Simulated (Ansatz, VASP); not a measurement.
## PbSe in VASP and in Ansatz

```xyz
2
Lattice="0.0000 3.0456 3.0456 3.0456 0.0000 3.0456 3.0456 3.0456 0.0000" Properties=species:S:1:pos:R:3 pbc="T T T"
Pb    3.0456    3.0456    3.0456
Se    0.0000    0.0000    0.0000
```

Alike in both runs: task single point; functional revPBE; dispersion D4; k mesh 6 × 6 × 6; occupations gaussian, width 0.05 eV; no spin polarisation.

|  | VASP | Ansatz |
| --- | --- | --- |
| version | VASP 6.6.1 | Ansatz 0.2.0 |
| potentials or method | VASP PAW PBE potentials, release 64 (Pb_d, Se), cutoff 500 eV | scalar-relativistic, plane waves, PAW |
| valence electrons in the cell | 20 | 30 |

```tsv
	VASP	Ansatz	Ansatz less VASP
gap on the k mesh at the Fermi level (eV)	0.30	0.30	-0.006
least direct gap on the mesh (eV)	0.30	0.30	-0.006
pressure (GPa)	1.0	1.0	+0.02
```

VASP's potentials were made for PBE, not for revPBE. VASP's potentials hold 20 valence electrons a cell and Ansatz's 30, so a difference there can come from the potentials and not from the codes.

Spin-orbit coupling is off throughout.
